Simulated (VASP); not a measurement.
# Rb2BS2 (Ibam) in VASP: single point with PBE

Aim: the single point of Rb2BS2 with PBE.

Program: VASP 6.6.1. These are calculated values, not measurements. Logs are shortened: lines on timing, memory, paths and dates and some standing lists are left out, and cuts for length are marked.

### 1 The cell of the first run

It takes space group Ibam (No. 72, orthorhombic). The conventional cell has a = 6.914 Å, b = 12.762 Å, c = 6.114 Å, α = 90.00°, β = 90.00°, γ = 90.00°. S (site symmetry m) has 2 B at 2.12 Å within 2.8 Å. Within 4.5 Å of Rb (site symmetry m) lie 6 S at 3.26 to 3.69 Å and 2 B at 3.37 Å and 7 Rb at 3.82 to 4.45 Å. Within 2.8 Å of B (site symmetry 222) lie 4 S at 2.12 Å.

### 2 Single point, PBE

Contents of INCAR:

```
SYSTEM = Rb2BS2
PREC = Accurate
ENCUT = 520
EDIFF = 1E-6
ISMEAR = -1
SIGMA = 0.1
LREAL = .FALSE.
LASPH = .TRUE.
NELM = 80
ALGO = Normal
ISIF = 2
LWAVE = .FALSE.
LCHARG = .FALSE.
GGA = PE
NBANDS = 44
```

Contents of KPOINTS:

```
Automatic mesh
0
G
  4 4 4
  0 0 0
```

Contents of POSCAR:

```
Rb2BS2
1.0
    0.0000000000     -0.0000002395      6.1139490000
    6.9142500000      0.0000000000      0.0000000000
    3.4571250000      6.3810391198     -3.0569742500
S Rb B
4 4 2
Direct
    0.9156292640      0.2300694643      0.8312585279
    0.0843707360      0.7699305357      0.1687414721
    0.5843707360      0.0613279923      0.1687414721
    0.4156292640      0.9386720077      0.8312585279
    0.1495215481      0.1853482318      0.2990430963
    0.8504784519      0.8146517682      0.7009569037
    0.3504784519      0.4843913280      0.7009569037
    0.6495215481      0.5156086720      0.2990430963
    0.2500000000      0.0000000000      0.0000000000
    0.7500000000      0.0000000000      0.0000000000
```

Potentials or basis: VASP PAW PBE potentials, release 64 (S, Rb_sv, B).

On the command line:

```sh
$ cat potpaw_PBE.64/S/POTCAR potpaw_PBE.64/Rb_sv/POTCAR potpaw_PBE.64/B/POTCAR > POTCAR
$ mpirun -np 1 vasp_std > vasp.out
```

OUTCAR:

```text
SYSTEM = Rb2BS2
   PREC = Accurate
   ENCUT = 520
   EDIFF = 1E-6
   ISMEAR = -1
   LREAL = .FALSE.
   LASPH = .TRUE.
   NELM = 80
   ISIF = 2
   GGA = PE

 ion  position               nearest neighbor table
   1  0.916  0.230  0.831-   9 2.12  10 2.12   5 3.26   8 3.40   6 3.43   7 3.43   7 3.43   6 3.69

   2  0.084  0.770  0.169-  10 2.12   9 2.12   6 3.26   7 3.40   5 3.43   8 3.43   8 3.43   5 3.69

   3  0.584  0.061  0.169-   9 2.12  10 2.12   7 3.26   6 3.40   8 3.43   5 3.43   5 3.43   8 3.69

   4  0.416  0.939  0.831-  10 2.12   9 2.12   8 3.26   5 3.40   7 3.43   6 3.43   6 3.43   7 3.69

   5  0.150  0.185  0.299-   1 3.26  10 3.37   9 3.37   4 3.40   2 3.43   3 3.43   3 3.43   2 3.69
                             8 3.82   8 3.82   6 4.16   6 4.16   7 4.30   7 4.30   6 4.45   7 4.89
   6  0.850  0.815  0.701-   2 3.26   9 3.37  10 3.37   3 3.40   1 3.43   4 3.43   4 3.43   1 3.69
                             7 3.82   7 3.82   5 4.16   5 4.16   8 4.30   8 4.30   5 4.45   8 4.89
   7  0.350  0.484  0.701-   3 3.26  10 3.37   9 3.37   2 3.40   4 3.43   1 3.43   1 3.43   4 3.69
                             6 3.82   6 3.82   8 4.16   8 4.16   5 4.30   5 4.30   8 4.45   5 4.89
   8  0.650  0.516  0.299-   4 3.26   9 3.37  10 3.37   1 3.40   3 3.43   2 3.43   2 3.43   3 3.69
                             5 3.82   5 3.82   7 4.16   7 4.16   6 4.30   6 4.30   7 4.45   6 4.89
   9  0.250  0.000  0.000-   1 2.12   3 2.12   2 2.12   4 2.12   8 3.37   7 3.37   6 3.37   5 3.37

  10  0.750  0.000  0.000-   2 2.12   4 2.12   1 2.12   3 2.12   7 3.37   8 3.37   5 3.37   6 3.37

  LATTYP: Found a body centered orthorhombic cell.
 ALAT       =     6.1139490000
 B/A-ratio  =     1.1308975590
 C/A-ratio  =     2.0873706994

  Lattice vectors:

 A1 = (   3.4571250000,  -6.3810391198,   3.0569742500)
 A2 = (  -3.4571250000,  -6.3810388803,  -3.0569747500)
 A3 = (   3.4571250000,   6.3810391198,  -3.0569742500)

Analysis of symmetry for initial positions (statically):
=====================================================================
 Subroutine PRICEL returns:
 Original cell was already a primitive cell.

 Routine SETGRP: Setting up the symmetry group for a
 body centered orthorhombic supercell.

 Subroutine GETGRP returns: Found  8 space group operations
 (whereof  4 operations were pure point group operations)
 out of a pool of  8 trial point group operations.

The static configuration has the point symmetry C_2h.
 The point group associated with its full space group is D_2h.

Analysis of symmetry for dynamics (positions and initial velocities):
=====================================================================
 Subroutine PRICEL returns:
 Original cell was already a primitive cell.

 Routine SETGRP: Setting up the symmetry group for a
 body centered orthorhombic supercell.

 Subroutine GETGRP returns: Found  8 space group operations
 (whereof  4 operations were pure point group operations)
 out of a pool of  8 trial point group operations.

The dynamic configuration has the point symmetry C_2h.
 The point group associated with its full space group is D_2h.

 Subroutine INISYM returns: Found  8 space group operations
 (whereof  4 operations are pure point group operations),
 and found     1 'primitive' translations

----------------------------------------------------------------------------------------

                                     Primitive cell

  volume of cell :     269.7480

  direct lattice vectors                    reciprocal lattice vectors
     0.000000000 -0.000000239  6.113949000     0.000000000  0.078357139  0.163560412
     6.914250000  0.000000000  0.000000000     0.144628846 -0.078357145 -0.000000003
     3.457125000  6.381039120 -3.056974250     0.000000000  0.156714291  0.000000006

  length of vectors
     6.113949000  6.914250000  7.874926354     0.181361103  0.164491171  0.156714291

  position of ions in fractional coordinates (direct lattice)
     0.915629264  0.230069464  0.831258528
     0.084370736  0.769930536  0.168741472
     0.584370736  0.061327992  0.168741472
     0.415629264  0.938672008  0.831258528
     0.149521548  0.185348232  0.299043096
     0.850478452  0.814651768  0.700956904
     0.350478452  0.484391328  0.700956904
     0.649521548  0.515608672  0.299043096
     0.250000000  0.000000000  0.000000000
     0.750000000  0.000000000  0.000000000

  ion indices of the primitive-cell ions
   primitive index   ion index
                 1           1
                 2           2
                 3           3
                 4           4
                 5           5
                 6           6
                 7           7
                 8           8
                 9           9
                10          10

----------------------------------------------------------------------------------------

 KPOINTS: Automatic mesh

Automatic generation of k-mesh.
 Grid dimensions read from file:
 generate k-points for:    4    4    4

 Generating k-lattice:

  Cartesian coordinates                     Fractional coordinates (reciprocal lattice)
     0.000000000  0.019589285  0.040890103     0.250000000  0.000000000  0.000000000
     0.036157212 -0.019589286 -0.000000001     0.000000000  0.250000000 -0.000000000
     0.000000000  0.039178573  0.000000002     0.000000000  0.000000000  0.250000000

  Length of vectors
     0.045340276  0.041122793  0.039178573

  Shift w.r.t. Gamma in fractional coordinates (k-lattice)
     0.000000000  0.000000000  0.000000000

 Subroutine IBZKPT returns following result:
 ===========================================

 Found     18 irreducible k-points:

 Following reciprocal coordinates:
            Coordinates               Weight
  0.000000  0.000000  0.000000      1.000000
  0.250000  0.000000  0.000000      4.000000
  0.500000  0.000000  0.000000      2.000000
  0.000000  0.250000 -0.000000      4.000000
  0.250000  0.250000 -0.000000      4.000000
  0.500000  0.250000 -0.000000      8.000000
[... 10 lines left out ...]
  0.250000 -0.250000  0.250000      4.000000
 -0.000000  0.000000  0.500000      1.000000
   k-points           NKPTS =     18   k-points in BZ     NKDIM =     18   number of bands    NBANDS=     44
   number of dos      NEDOS =    301   number of ions     NIONS =     10
   total plane-waves  NPLWV = 155520
   dimension x,y,z NGX =    48 NGY =   54 NGZ =   60
   dimension x,y,z NGXF=    96 NGYF=  108 NGZF=  120
   ions per type =               4   4   2
   NGX,Y,Z   is equivalent  to a cutoff of  13.05, 12.98, 12.67 a.u.
   NGXF,Y,Z  is equivalent  to a cutoff of  26.10, 25.97, 25.33 a.u.
 SYSTEM =  Rb2BS2
   PREC   = accura    normal or accurate (medium, high low for compatibility)
   ISTART =      0    job   : 0-new  1-cont  2-samecut
   ICHARG =      2    charge: 1-file 2-atom 10-const
   ISPIN  =      1    spin polarized calculation?
   LNONCOLLINEAR =      F non collinear calculations
   LSORBIT =      F    spin-orbit coupling
   LASPH  =      T    aspherical Exc in radial PAW
   ENCUT  =  520.0 eV  38.22 Ry    6.18 a.u.  11.37 12.86 14.64*2*pi/ulx,y,z
   NELM   =     80;   NELMIN=  2; NELMDL= -5     # of ELM steps
   EDIFF  = 0.1E-05   stopping-criterion for ELM
   LREAL  =      F    real-space projection
   EDIFFG = 0.1E-04   stopping-criterion for IOM
   NSW    =      0    number of steps for IOM
   IBRION =     -1    ionic relax: 0-MD 1-quasi-New 2-CG
   NFREE  =      0    steps in history (QN), initial steepest desc. (CG)
   ISIF   =      2    stress and relaxation
   ISYM   =      2    0-nonsym 1-usesym 2-fastsym
   POTIM  = 0.5000    time-step for ionic-motion
   TEBEG  =    0.0;   TEEND  =   0.0 temperature during run
   PSTRESS=    0.0 pullay stress
   NELECT =      66.0000    total number of electrons
   NUPDOWN=      -1.0000    fix difference up-down
   EMIN   =  10.00;   EMAX   =-10.00  energy-range for DOS
   EFERMI =   0.00;   METHOD = LEGACY
   ISMEAR =    -1;   SIGMA  =   0.10  broadening in eV -4-tet -1-fermi 0-gaus
   EFERMI_NEDOS =   21; number of points for ismear=-14 and -15
   IALGO  =     38    algorithm
   IMIX   =      4    mixing-type and parameters
     AMIX     =   0.40;   BMIX     =  1.00
     AMIX_MAG =   1.60;   BMIX_MAG =  1.00
  volume/ion in A,a.u.               =      26.97       182.03
  Fermi-wavevector in a.u.,A,eV,Ry     =   1.023929  1.934946 14.264778  1.048432
  Thomas-Fermi vector in A             =   2.157689
   LORBIT       =      0    0 simple, 1 ext, 2 COOP (PROOUT), +10 PAW based schemes
   GGA     = PE    functional components
   LHFCALC =     F    Hartree Fock is set to
   AEXX    =    0.0000 exact exchange contribution
   IVDW    =     0    specifies the selected vdW correction
   LEPSILON=     F    determine dielectric tensor
   LRPA    =     F    only Hartree local field effects (RPA)
 non-spin polarized calculation
  energy-cutoff  :      520.00
  volume of cell :      269.75
 maximum number of plane-waves:      7285
 NGX is ok and might be reduce to    48
   NGX = 23   NGY = 25   NGZ = 29

 number of electron      66.0000002 magnetization

 Free energy of the ion-electron system (eV)
  ---------------------------------------------------
  ext. energy  EPLUGINS =         0.00000000
  ---------------------------------------------------
  free energy    TOTEN  =       -37.34197800 eV

  energy without entropy =      -37.20484909  energy(sigma->0) =      -37.27341354

 E-fermi :   4.2251     XC(G=0):  -8.3021

 val. band max:        4.2080150867   @ k =   0.2500   0.0000   0.2500
 cond. band min:       4.2437924691   @ k =   0.2500   0.0000   0.0000
 fundamental gap:      0.0357773824
 Fermi energy:         4.2250900705

 k-point     1 :       0.0000    0.0000    0.0000
  band No.  band energies     occupation
      1     -24.9295      2.00000
      2     -24.8923      2.00000
      3     -24.8663      2.00000
      4     -24.8588      2.00000
      5     -11.9435      2.00000
      6     -10.7727      2.00000
[... 36 lines left out ...]
     43       6.8864      0.00000
     44       7.1228      0.00000

 k-point     2 :       0.2500    0.0000    0.0000
  band No.  band energies     occupation
      1     -24.9186      2.00000
      2     -24.8890      2.00000
      3     -24.8710      2.00000
      4     -24.8682      2.00000
      5     -11.8228      2.00000
      6     -11.0288      2.00000
[... 36 lines left out ...]
     43       6.6327      0.00000
     44       6.7958      0.00000

 k-point     3 :       0.5000    0.0000    0.0000
  band No.  band energies     occupation
      1     -24.8930      2.00000
      2     -24.8930      2.00000
      3     -24.8803      2.00000
      4     -24.8803      2.00000
      5     -11.4831      2.00000
      6     -11.4831      2.00000
[... 36 lines left out ...]
     43       6.7457      0.00000
     44       6.7457      0.00000

 k-point     4 :       0.0000    0.2500   -0.0000
  band No.  band energies     occupation
      1     -24.9245      2.00000
      2     -24.8983      2.00000
      3     -24.8644      2.00000
      4     -24.8596      2.00000
      5     -11.9746      2.00000
      6     -10.7702      2.00000
[... 600 lines left out ...]
     43       6.8082      0.00000
     44       6.8951      0.00000

 k-point    17 :       0.2500   -0.2500    0.2500
  band No.  band energies     occupation
      1     -24.9096      2.00000
      2     -24.8983      2.00000
      3     -24.8700      2.00000
      4     -24.8687      2.00000
      5     -11.8874      2.00000
      6     -10.9944      2.00000
[... 36 lines left out ...]
     43       6.7935      0.00000
     44       6.8358      0.00000

 k-point    18 :      -0.0000    0.0000    0.5000
  band No.  band energies     occupation
      1     -24.9221      2.00000
      2     -24.8994      2.00000
      3     -24.8652      2.00000
      4     -24.8603      2.00000
      5     -12.0137      2.00000
      6     -10.6911      2.00000
[... 36 lines left out ...]
     43       6.7024      0.00000
     44       6.9055      0.00000

------------------------ aborting loop because EDIFF is reached ----------------------------------------

  FORCE on cell =-STRESS in cart. coord.  units (eV):
  Direction    XX          YY          ZZ          XY          YZ          ZX
  --------------------------------------------------------------------------------------
  -------------------------------------------------------------------------------------
  Total        1.7376861      2.6622352    -11.8311703     -0.0000000      0.0000006      0.0000000
  in kB       10.3210438     15.8124335    -70.2716256     -0.0000000      0.0000034      0.0000000
  external PRESSURE =     -14.7127161 kB  Pullay stress =       0.0000000 kB

 VOLUME and BASIS-vectors are now :
 -----------------------------------------------------------------------------
  energy-cutoff  :      520.00
  volume of cell :      269.75
      direct lattice vectors                 reciprocal lattice vectors
     0.000000000 -0.000000239  6.113949000     0.000000000  0.078357139  0.163560412
     6.914250000  0.000000000  0.000000000     0.144628846 -0.078357145 -0.000000003
     3.457125000  6.381039120 -3.056974250     0.000000000  0.156714291  0.000000006

 POSITION                                       TOTAL-FORCE (eV/Angst)
 -----------------------------------------------------------------------------------
      4.46452      5.30429      3.05697        -0.015068      0.016598      0.000000
      5.90685      1.07675      0.00000         0.015068     -0.016598     -0.000000
      1.00740      1.07675      3.05697        -0.015068     -0.016598     -0.000000
      9.36398      5.30429      0.00000         0.015068      0.016598      0.000000
      2.31537      1.90821      0.00000         0.003239      0.001554      0.000000
      8.05600      4.47283      3.05697        -0.003239     -0.001554     -0.000000
      5.77250      4.47283      0.00000         0.003239     -0.001554     -0.000000
      4.59888      1.90821      3.05697        -0.003239      0.001554      0.000000
      0.00000     -0.00000      1.52849        -0.000000      0.000000      0.000000
      0.00000     -0.00000      4.58546        -0.000000      0.000000      0.000000
 -----------------------------------------------------------------------------------
    total drift:                               -0.000000     -0.000000      0.000000

  FREE ENERGIE OF THE ION-ELECTRON SYSTEM (eV)
  ---------------------------------------------------
  free  energy   TOTEN  =       -37.3419780001 eV

  energy  without entropy=      -37.2048490886  energy(sigma->0) =      -37.27341354
```

Run time: 3.5 min. Hardware: 1 thread of Intel Xeon Platinum 8259CL at 2.50GHz (Skylake/Cascade Lake), shared host; peak memory 0.5 GiB.

Results:

```yaml
Free_energy: -37.3420 eV
Pressure: -1.5 GPa
Largest_force: 0.022 eV/Å
Band_gap_on_the_k_mesh: zero (bands 33 and 34 overlap by 0.67 eV)
```

Forces on the atoms (eV/Å):
```
S   -0.015  0.017  0.000
S    0.015 -0.017  0.000
S   -0.015 -0.017  0.000
S    0.015  0.017  0.000
Rb   0.003  0.002  0.000
Rb  -0.003 -0.002  0.000
Rb   0.003 -0.002  0.000
Rb  -0.003  0.002  0.000
B    0.000  0.000  0.000
B    0.000  0.000  0.000
```

Levels at points of the mesh, in eV from the Fermi level:
```
           k point  band 29  band 30  band 31  band 32  band 33  band 34  band 35  band 36  band 37  band 38
(0.00, 0.00, 0.00)    -4.25    -3.52    -3.49    -3.44    -0.81     0.42     0.51     1.36     1.44     1.52
(0.50, 0.00, 0.00)    -3.93    -3.93    -3.73    -3.73    -0.35    -0.35     0.57     0.57     1.13     1.13
(0.00, 0.50, 0.00)    -4.43    -3.91    -3.52    -3.46     0.32     0.39     0.72     1.10     1.17     1.46
(0.50, 0.50, 0.00)    -3.91    -3.91    -3.83    -3.83    -0.17    -0.17     0.56     0.56     0.59     0.59
(0.00, 0.00, 0.50)    -4.56    -3.99    -3.53    -3.30     0.30     0.40     0.75     0.99     1.08     1.27
```
